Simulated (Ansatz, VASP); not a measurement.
**One calculation of Sn2PbO3, two programs**

```
CELL_PARAMETERS angstrom
3.92142 0.00000 0.00000
0.00000 3.92142 0.00000
0.00000 0.00000 15.16864
ATOMIC_POSITIONS crystal
Sn 0.00000 0.50000 0.75693
Sn 0.50000 0.00000 0.92493
Sn 0.00000 0.50000 0.07507
Sn 0.50000 0.00000 0.24307
Pb 0.50000 0.00000 0.60026
Pb 0.00000 0.50000 0.39974
O 0.50000 0.50000 0.68221
O 0.00000 0.00000 0.68221
O 0.50000 0.50000 0.00000
O 0.00000 0.00000 0.00000
O 0.00000 0.00000 0.31779
O 0.50000 0.50000 0.31779
```

Alike in both runs: task relaxation of cell and atoms; functional PBE; k mesh 8 × 8 × 2; occupations gaussian, width 0.02 eV; no spin polarisation.

```csv
,VASP,Ansatz
version,VASP 6.6.1,Ansatz 0.2.0
potentials or method,"VASP PAW PBE potentials, release 64 (Sn_d, Pb_d, O), cutoff 600 eV","scalar-relativistic, plane waves, PAW"
valence electrons in the cell,120,120
```

|  | VASP | Ansatz | Ansatz less VASP |
| --- | --- | --- | --- |
| gap on the k mesh at the Fermi level, each at its own relaxed structure (eV) | 0.79 | 0.85 | +0.068 |
| relaxed volume (Å³/atom) | 20.17 | 20.38 | +0.204 |
| relaxed length of the cell vector where the two differ most in proportion (Å) | 15.730 | 15.888 | +0.1587 |

Neither program's run includes spin-orbit coupling.
